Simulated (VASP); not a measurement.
Here is a VASP 6.6.1 calculation.

Contents of POSCAR:

```
Al3Cu
1.0
    2.7737808638      0.0000000000      0.0000000000
    0.0000000000      2.7737808638      0.0000000000
    0.0000000000      0.0000000000      7.5918631133
Al Cu
3 1
Direct
    0.0000000000      0.0000000000      0.5000000000
    0.5000000000      0.5000000000      0.2226430006
    0.5000000000      0.5000000000      0.7773569994
    0.0000000000      0.0000000000      0.0000000000
```

File INCAR.step1:

```
SYSTEM = Al3Cu
ALGO = Normal
EDIFF = 1E-4
ENCUT = 520
GGA = PE
ISMEAR = 0
LASPH = .TRUE.
LCHARG = .FALSE.
LREAL = .FALSE.
LWAVE = .TRUE.
NBANDS = 18
NELM = 60
PREC = Accurate
SIGMA = 0.15
```

File INCAR.step2:

```
SYSTEM = Al3Cu
ALGO = Normal
EDIFF = 1E-7
ENCUT = 520
ISIF = 2
ISMEAR = 0
ISTART = 1
LASPH = .TRUE.
LCHARG = .FALSE.
LMIXTAU = .TRUE.
LREAL = .FALSE.
LWAVE = .FALSE.
METAGGA = R2SCAN
NBANDS = 18
NELM = 60
PREC = Accurate
SIGMA = 0.15
```

File KPOINTS:

```
k-points
0
G
  18 18 6
  0 0 0
```

Potentials or basis: VASP PAW PBE potentials, release 64 (Al, Cu).

The run is started by

```sh
$ cat potpaw_PBE.64/Al/POTCAR potpaw_PBE.64/Cu/POTCAR > POTCAR
$ cp INCAR.step1 INCAR
$ mpirun -np 1 vasp_std > vasp.out
$ cp INCAR.step2 INCAR
$ mpirun -np 1 vasp_std > vasp.out
```

Q: Predict the pressure.

A: -0.2 GPa.

Q: What does it give for the largest force?

A: 0.059 eV/Å.

Q: What does it give for the band gap on the k mesh?

A: Zero (band 10 reaches 12.92 eV, above the bottom of band 11 at 6.56 eV).

Forces in eV/Å, atoms in the order of the input:
```
Al   0.000  0.000  0.000
Al   0.000  0.000  0.059
Al   0.000  0.000 -0.059
Cu   0.000  0.000  0.000
```

Caveat: the PAW data sets were made with another functional, which shifts forces and pressure a little.
